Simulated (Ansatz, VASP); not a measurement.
## SiC in VASP and in Ansatz

The input INCAR:

```
  ALGO = Normal
  EDIFF = 1E-6
  ENCUT = 520
  GGA = PE
  ISIF = 2
  ISMEAR = 0
  LASPH = T
  LCHARG = F
  LREAL = F
  LWAVE = F
  NBANDS = 36
  NELM = 100
  PREC = Accurate
  SIGMA = 0.05
```

KPOINTS

```
k-points
0
Gamma
  10 10 2
```

The input POSCAR:

```
SiC
1.0
    2.1740000000     -2.1740000000      0.0000000000
    2.1740000000      0.0000000000     -2.1740000000
    8.9134000000      8.4786000000      8.6960000000
Si C
6 6
Direct
    0.6604200000      0.6666666667      0.0624666667
   -0.0895800000      0.0000000000      0.8958000000
    0.3104200000      0.3333333333      0.2291333333
    0.6104200000      0.6666666667      0.5624666667
   -0.0395800000      0.0000000000      0.3958000000
    0.2604200000      0.3333333333      0.7291333333
    0.6229200000      0.6666666667      0.4374666667
    0.9729200000      1.0000000000      0.2708000000
    0.2729200000      0.3333333333      0.6041333333
    0.5729200000      0.6666666667      0.9374666667
   -0.0770800000      0.0000000000      0.7708000000
    0.3229200000      0.3333333333      0.1041333333
```

Input for Ansatz:

```yaml
crystal:
  lattice:
    - [2.174, -2.174, 0.0]
    - [2.174, 0.0, -2.174]
    - [8.9134, 8.4786, 8.696]
  atoms:
    - { symbol: Si, position: [0.66042, 0.6666666667, 0.0624666667] }
    - { symbol: Si, position: [-0.08958, 0.0, 0.8958] }
    - { symbol: Si, position: [0.31042, 0.3333333333, 0.2291333333] }
    - { symbol: Si, position: [0.61042, 0.6666666667, 0.5624666667] }
    - { symbol: Si, position: [-0.03958, 0.0, 0.3958] }
    - { symbol: Si, position: [0.26042, 0.3333333333, 0.7291333333] }
    - { symbol: C, position: [0.62292, 0.6666666667, 0.4374666667] }
    - { symbol: C, position: [0.97292, 1.0, 0.2708] }
    - { symbol: C, position: [0.27292, 0.3333333333, 0.6041333333] }
    - { symbol: C, position: [0.57292, 0.6666666667, 0.9374666667] }
    - { symbol: C, position: [-0.07708, 0.0, 0.7708] }
    - { symbol: C, position: [0.32292, 0.3333333333, 0.1041333333] }
basis:
  ecutwfc: 420
kpoints:
  mp_grid: { grid: [10, 10, 2] }
hamiltonian:
  xc: pbe
scf:
  occupations: { method: gaussian, width: 0.05 }
output:
  forces: true
  stress: true
  eigenvalues: true
```

Alike in both runs: task single point; functional PBE; k mesh 10 × 10 × 2; occupations gaussian, width 0.05 eV; no spin polarisation.

```csv
,VASP,Ansatz
version,VASP 6.6.1,Ansatz 0.2.0
potentials or method,"VASP PAW PBE potentials, release 64 (Si, C), cutoff 520 eV","scalar-relativistic, plane waves, PAW"
valence electrons in the cell,48,48
```

VASP gave:

- gap on the k mesh at the Fermi level (eV): 1.11
- least direct gap on the mesh (eV): 2.11
- pressure (GPa): 4.6
- traceless stress, the component that is largest in VASP (GPa): -2.38
- rms of the force components (eV/Å): 0.197

Estimate Ansatz's values.

gap on the k mesh at the Fermi level (eV): 1.11; least direct gap on the mesh (eV): 2.11; pressure (GPa): 4.7; traceless stress, the component that is largest in VASP (GPa): -2.37; rms of the force components (eV/Å): 0.197.

Atom by atom the forces differ by 0.001 eV/Å (rms over components). The functional is the same, so the differences come from potentials, cutoffs and numerics.
